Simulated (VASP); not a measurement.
TePb: single point with PBEsol

TePb:

```
Te Pb
1.0
     0.00000    3.22700    3.16246
     3.22700    0.00000    3.16246
     3.22700    3.22700    0.00000
Te Pb
1 1
Cartesian
  3.2270 3.2270 3.1625
  0.0000 0.0000 0.0000
```

This cell differs from its parent crystal: zz strain of -2 %.

* Program: VASP 6.6.1
* Task: single point
* Functional: PBEsol
* Potentials or basis: VASP PAW PBE potentials, release 64 (Te, Pb_d)
* Cutoff: 520 eV
* k mesh: 10 × 10 × 10
* Occupations: fermi-dirac, width 0.03 eV
* Spin: no spin polarisation
* Dipole correction: no
* Further INCAR settings: ALGO = Normal; EDIFF = 1e-06; NBANDS = 17

The pressure is 0.7 GPa and the band gap on the k mesh is 0.59 eV.

Stress tensor (GPa, compression positive):
```
-0.19  0.00  0.00
 0.00 -0.19  0.00
 0.00  0.00  2.54
```

Levels at points of the mesh, in eV from the valence-band top:
```csv
k point,band 6,band 7,band 8,band 9,band 10,band 11,band 12,band 13,band 14,band 15
"(0.00, 0.00, 0.00)",-12.26,-5.57,-1.58,-1.38,-1.38,3.91,3.91,4.39,5.65,5.65
"(0.50, 0.00, 0.00)",-10.75,-8.76,-1.00,-0.94,0.00,0.59,1.12,1.22,8.30,9.10
"(0.50, 0.50, 0.00)",-10.37,-7.47,-4.76,-3.00,-3.00,3.04,5.48,5.48,7.00,10.14
"(0.50, 0.00, 0.50)",-10.52,-7.31,-4.72,-3.06,-2.84,3.11,5.30,5.82,6.71,10.10
```

It took 110 s on 1 thread of Intel Xeon 8259CL (shared host), peak memory 0.28 GiB.

Caveat: the cell differs from its parent crystal (zz strain of -2 %); the PAW data sets were made with another functional, which shifts forces and pressure a little; spin-orbit coupling is left out, which moves the levels of the heavy elements. A k mesh can miss the band edges.
